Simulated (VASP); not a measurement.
# Ta2Si2O (P4mm) in VASP: further runs

The runs below take Ta2Si2O through single point, with PBE.

Everything below comes from runs of VASP 6.6.1. Logs are shortened: lines on timing, memory, paths and dates and some standing lists are left out, and cuts for length are marked.

### Step 1. The cell of the first run

It takes space group P4mm (No. 99, tetragonal). The conventional cell has a = 3.338 Å, b = 3.338 Å, c = 6.468 Å, α = 90.00°, β = 90.00°, γ = 90.00°. Ta (site symmetry 4mm) has 4 O at 2.38 Å and 4 Si at 2.72 Å within 3.1 Å. Within 2.7 Å of Ta (site symmetry 4mm) lie 1 O at 2.03 Å and 4 Si at 2.60 Å. Within 3.1 Å of Si (site symmetry 2mm) lie 4 Si at 2.36 Å and 4 Ta at 2.60 to 2.72 Å and 2 O at 2.96 Å. Within 2.7 Å of O (site symmetry 4mm) lie 5 Ta at 2.03 to 2.38 Å.

The cell was generated, and may not be a known phase.

### Step 2. Single point, PBE

Contents of INCAR:

```
ALGO     = Normal         # electronic algorithm
EDIFF    = 1E-6           # SCF threshold, eV
ENCUT    = 520            # plane-wave cutoff, eV
GGA      = PE             # functional
ISIF     = 2              # what is computed and relaxed
ISMEAR   = 0              # smearing method
LASPH    = T              # aspherical terms in the spheres
LCHARG   = T              # write CHGCAR
LELF     = T              # ELF
LREAL    = F              # projectors in reciprocal space
LVHAR    = T            
LWAVE    = F              # write WAVECAR
NBANDS   = 26             # bands
NELM     = 100            # most SCF steps
PREC     = Accurate       # precision mode
SIGMA    = 0.1            # smearing width, eV
```

Contents of KPOINTS:

```
k-points
0
Gamma
  4 4 4
```

Contents of POSCAR:

```
Ta2Si2O
1.0
    3.3377111351      0.0000000000      0.0000000000
    0.0000000000      3.3377111351      0.0000000000
    0.0000000000      0.0000000000      6.4676109560
Ta Si O
2 2 1
Direct
    0.0000000000      0.0000000000      0.3769685889
    0.5000000000      0.5000000000      1.0184509880
    0.5000000000      0.0000000000      0.7093981307
    0.0000000000      0.5000000000      0.7093981307
    0.5000000000      0.5000000000      0.3315667217
```

Potentials or basis: VASP PAW PBE potentials, release 64 (Ta_pv, Si, O).

On the command line:

```console
$ cat potpaw_PBE.64/Ta_pv/POTCAR potpaw_PBE.64/Si/POTCAR potpaw_PBE.64/O/POTCAR > POTCAR
$ mpirun -np 1 vasp_std > vasp.out
```

OUTCAR:

```text
EDIFF = 1E-6
   ENCUT = 520
   GGA = PE
   ISIF = 2
   ISMEAR = 0
   LASPH = T
   LREAL = F
   NELM = 100
   PREC = Accurate

 ion  position               nearest neighbor table
   1  0.000  0.000  0.377-   5 2.38   5 2.38   5 2.38   5 2.38   4 2.72   3 2.72   3 2.72   4 2.72
                             2 3.31   2 3.31   2 3.31   2 3.31
   2  0.500  0.500  0.018-   5 2.03   4 2.60   3 2.60   3 2.60   4 2.60   1 3.31   1 3.31   1 3.31
                             1 3.31
   3  0.500  0.000  0.709-   4 2.36   4 2.36   4 2.36   4 2.36   2 2.60   2 2.60   1 2.72   1 2.72

   4  0.000  0.500  0.709-   3 2.36   3 2.36   3 2.36   3 2.36   2 2.60   2 2.60   1 2.72   1 2.72

   5  0.500  0.500  0.332-   2 2.03   1 2.38   1 2.38   1 2.38   1 2.38

  LATTYP: Found a simple tetragonal cell.
 ALAT       =     3.3377111351
 C/A-ratio  =     1.9377383765

  Lattice vectors:

 A1 = (   3.3377111351,   0.0000000000,   0.0000000000)
 A2 = (   0.0000000000,   3.3377111351,   0.0000000000)
 A3 = (   0.0000000000,   0.0000000000,   6.4676109560)

Analysis of symmetry for initial positions (statically):
=====================================================================
 Subroutine PRICEL returns:
 Original cell was already a primitive cell.

 Routine SETGRP: Setting up the symmetry group for a
 simple tetragonal supercell.

 Subroutine GETGRP returns: Found  8 space group operations
 (whereof  8 operations were pure point group operations)
 out of a pool of 16 trial point group operations.

The static configuration has the point symmetry C_4v.

Analysis of symmetry for dynamics (positions and initial velocities):
=====================================================================
 Subroutine PRICEL returns:
 Original cell was already a primitive cell.

 Routine SETGRP: Setting up the symmetry group for a
 simple tetragonal supercell.

 Subroutine GETGRP returns: Found  8 space group operations
 (whereof  8 operations were pure point group operations)
 out of a pool of 16 trial point group operations.

The dynamic configuration has the point symmetry C_4v.

 Subroutine INISYM returns: Found  8 space group operations
 (whereof  8 operations are pure point group operations),
 and found     1 'primitive' translations

[... 92 lines left out ...]
   NELM   =    100;   NELMIN=  2; NELMDL= -5     # of ELM steps
   EDIFF  = 0.1E-05   stopping-criterion for ELM
   LREAL  =      F    real-space projection
   EDIFFG = 0.1E-04   stopping-criterion for IOM
   NSW    =      0    number of steps for IOM
   IBRION =     -1    ionic relax: 0-MD 1-quasi-New 2-CG
   NFREE  =      0    steps in history (QN), initial steepest desc. (CG)
   ISIF   =      2    stress and relaxation
   ISYM   =      2    0-nonsym 1-usesym 2-fastsym
   POTIM  = 0.5000    time-step for ionic-motion
   TEBEG  =    0.0;   TEEND  =   0.0 temperature during run
   PSTRESS=    0.0 pullay stress
   NELECT =      36.0000    total number of electrons
   NUPDOWN=      -1.0000    fix difference up-down
   EMIN   =  10.00;   EMAX   =-10.00  energy-range for DOS
   EFERMI =   0.00;   METHOD = LEGACY
   ISMEAR =     0;   SIGMA  =   0.10  broadening in eV -4-tet -1-fermi 0-gaus
   EFERMI_NEDOS =   21; number of points for ismear=-14 and -15
   IALGO  =     38    algorithm
   IMIX   =      4    mixing-type and parameters
     AMIX     =   0.40;   BMIX     =  1.00
     AMIX_MAG =   1.60;   BMIX_MAG =  1.00
  volume/ion in A,a.u.               =      14.41        97.25
  Fermi-wavevector in a.u.,A,eV,Ry     =   1.299058  2.454864 22.960534  1.687552
  Thomas-Fermi vector in A             =   2.430346
   LORBIT       =      0    0 simple, 1 ext, 2 COOP (PROOUT), +10 PAW based schemes
   GGA     = PE    functional components
   LHFCALC =     F    Hartree Fock is set to
   AEXX    =    0.0000 exact exchange contribution
   IVDW    =     0    specifies the selected vdW correction
   LEPSILON=     F    determine dielectric tensor
   LRPA    =     F    only Hartree local field effects (RPA)
 non-spin polarized calculation
 Gauss-broadening in eV      SIGMA  =   0.10
  energy-cutoff  :      520.00
  volume of cell :       72.05
 maximum number of plane-waves:      1968
 NGX is ok and might be reduce to    28
   NGX = 13   NGY = 13   NGZ = 25

 number of electron      35.9999999 magnetization

 Free energy of the ion-electron system (eV)
  ---------------------------------------------------
  ext. energy  EPLUGINS =         0.00000000
  ---------------------------------------------------
  free energy    TOTEN  =       -41.90671298 eV

  energy without entropy =      -41.89755659  energy(sigma->0) =      -41.90213478

 E-fermi :   7.9007     XC(G=0): -11.8984

 val. band max:        7.8874107157   @ k =   0.0000   0.0000   0.2500
 cond. band min:       7.9959186088   @ k =   0.5000   0.2500   0.0000
 fundamental gap:      0.1085078931
 Fermi energy:         7.9007326341

 k-point     1 :       0.0000    0.0000    0.0000
  band No.  band energies     occupation
      1     -27.7909      2.00000
      2     -27.7909      2.00000
      3     -27.6076      2.00000
      4     -27.0457      2.00000
      5     -26.7199      2.00000
      6     -26.7199      2.00000
[... 511 lines left out ...]
     25      11.4395      0.00000
     26      11.6210      0.00000

------------------------ aborting loop because EDIFF is reached ----------------------------------------

  FORCE on cell =-STRESS in cart. coord.  units (eV):
  Direction    XX          YY          ZZ          XY          YZ          ZX
  --------------------------------------------------------------------------------------
  -------------------------------------------------------------------------------------
  Total        0.0168087      0.0168087      0.1308116      0.0000000      0.0000000      0.0000000
  in kB        0.3737693      0.3737693      2.9088112      0.0000000      0.0000000      0.0000000
  external PRESSURE =       1.2187833 kB  Pullay stress =       0.0000000 kB

 VOLUME and BASIS-vectors are now :
 -----------------------------------------------------------------------------
  energy-cutoff  :      520.00
  volume of cell :       72.05
      direct lattice vectors                 reciprocal lattice vectors
     3.337711135  0.000000000  0.000000000     0.299606515  0.000000000  0.000000000
     0.000000000  3.337711135  0.000000000     0.000000000  0.299606515  0.000000000
     0.000000000  0.000000000  6.467610956     0.000000000  0.000000000  0.154616598

 POSITION                                       TOTAL-FORCE (eV/Angst)
 -----------------------------------------------------------------------------------
      0.00000      0.00000      2.43809         0.000000      0.000000      0.019829
      1.66886      1.66886      0.11933         0.000000      0.000000     -0.055981
      1.66886      0.00000      4.58811         0.000000      0.000000     -0.005065
      0.00000      1.66886      4.58811         0.000000      0.000000     -0.005065
      1.66886      1.66886      2.14444         0.000000     -0.000000      0.046282
 -----------------------------------------------------------------------------------
    total drift:                                0.000000      0.000000     -0.001194

  FREE ENERGIE OF THE ION-ELECTRON SYSTEM (eV)
  ---------------------------------------------------
  free  energy   TOTEN  =       -41.9067129766 eV

  energy  without entropy=      -41.8975565871  energy(sigma->0) =      -41.90213478
```

OSZICAR:

```text
N       E                     dE             d eps       ncg     rms          rms(c)
DAV:   1     0.272284924541E+03    0.27228E+03   -0.19067E+04   944   0.136E+03
DAV:   2    -0.316100371679E+02   -0.30389E+03   -0.29563E+03  1090   0.368E+02
DAV:   3    -0.465363203371E+02   -0.14926E+02   -0.14582E+02  1254   0.740E+01
DAV:   4    -0.467462374653E+02   -0.20992E+00   -0.20880E+00  1132   0.894E+00
DAV:   5    -0.467493143346E+02   -0.30769E-02   -0.30723E-02  1262   0.105E+00    0.233E+01
DAV:   6    -0.423452341407E+02    0.44041E+01   -0.25911E+01  1130   0.295E+01    0.102E+01
DAV:   7    -0.420476065419E+02    0.29763E+00   -0.43742E+00  1170   0.104E+01    0.644E+00
DAV:   8    -0.420192111873E+02    0.28395E-01   -0.18969E+00  1188   0.860E+00    0.289E+00
DAV:   9    -0.419062246460E+02    0.11299E+00   -0.54581E-01  1204   0.321E+00    0.461E-01
DAV:  10    -0.419067009779E+02   -0.47633E-03   -0.21978E-02  1150   0.847E-01    0.349E-01
DAV:  11    -0.419066690036E+02    0.31974E-04   -0.12169E-03  1162   0.223E-01    0.206E-01
DAV:  12    -0.419067316469E+02   -0.62643E-04   -0.29466E-04  1188   0.124E-01    0.502E-02
DAV:  13    -0.419067141843E+02    0.17463E-04   -0.78229E-05  1200   0.560E-02    0.108E-02
DAV:  14    -0.419067134252E+02    0.75906E-06   -0.11696E-05  1090   0.194E-02    0.569E-03
DAV:  15    -0.419067129766E+02    0.44863E-06   -0.11330E-06   694   0.754E-03
   1 F= -.41906713E+02 E0= -.41902135E+02  d E =-.915639E-02
```

stdout:

```text
POSCAR found type information on POSCAR TaSiO
 POSCAR found :  3 types and       5 ions
 scaLAPACK will be used
 LDA part: xc-table for (Slater+PW92), standard interpolation
 POSCAR, INCAR and KPOINTS ok, starting setup
 FFT: planning ... GRIDC
 FFT: planning ... GRID_SOFT
 FFT: planning ... GRID
 WAVECAR not read
 entering main loop
```

Run time: 42 s. Hardware: 1 thread of Intel Xeon Platinum 8488C (Sapphire Rapids), shared host; peak memory 0.18 GiB.

Results:

```
Free energy            : -41.9067 eV
Pressure               : 0.1 GPa
Largest force          : 0.056 eV/Å
Band gap on the k mesh : zero (bands 18 and 19 overlap by 1.46 eV)
```

Forces on the atoms (eV/Å):
```
Ta   0.000  0.000  0.020
Ta   0.000  0.000 -0.056
Si   0.000  0.000 -0.005
Si   0.000  0.000 -0.005
O    0.000  0.000  0.046
```

Levels at points of the mesh, in eV from the Fermi level:
| k point | band 14 | band 15 | band 16 | band 17 | band 18 | band 19 | band 20 | band 21 | band 22 | band 23 |
| --- | --- | --- | --- | --- | --- | --- | --- | --- | --- | --- |
| (0.00, 0.00, 0.00) | -3.54 | -3.16 | -3.16 | -2.12 | -0.20 | 0.84 | 0.84 | 1.11 | 1.99 | 2.18 |
| (0.50, 0.00, 0.00) | -3.07 | -1.43 | -0.90 | -0.76 | -0.59 | 0.10 | 0.63 | 1.42 | 3.35 | 3.64 |
| (0.50, 0.50, 0.00) | -6.31 | -2.67 | -2.67 | -1.82 | 0.66 | 0.69 | 0.69 | 1.66 | 2.78 | 3.72 |
| (0.00, 0.00, 0.50) | -2.91 | -2.91 | -2.71 | -2.17 | -0.06 | -0.06 | 0.14 | 0.93 | 1.16 | 2.66 |
| (0.50, 0.00, 0.50) | -3.41 | -2.24 | -1.38 | -1.25 | -0.54 | 0.65 | 1.51 | 2.38 | 2.61 | 2.81 |
| (0.50, 0.50, 0.50) | -4.61 | -3.27 | -3.27 | -3.02 | 1.04 | 1.86 | 1.86 | 2.78 | 2.86 | 3.23 |

Caveat: the k points lie up to 0.47 Å⁻¹ apart, too coarse for converged energies and pressures of a metal; spin-orbit coupling is left out, which moves the levels of the heavy elements.

(Continued in part 2 of 2.)

The gap in the log of VASP goes by the Fermi energy; the results here count the filled bands.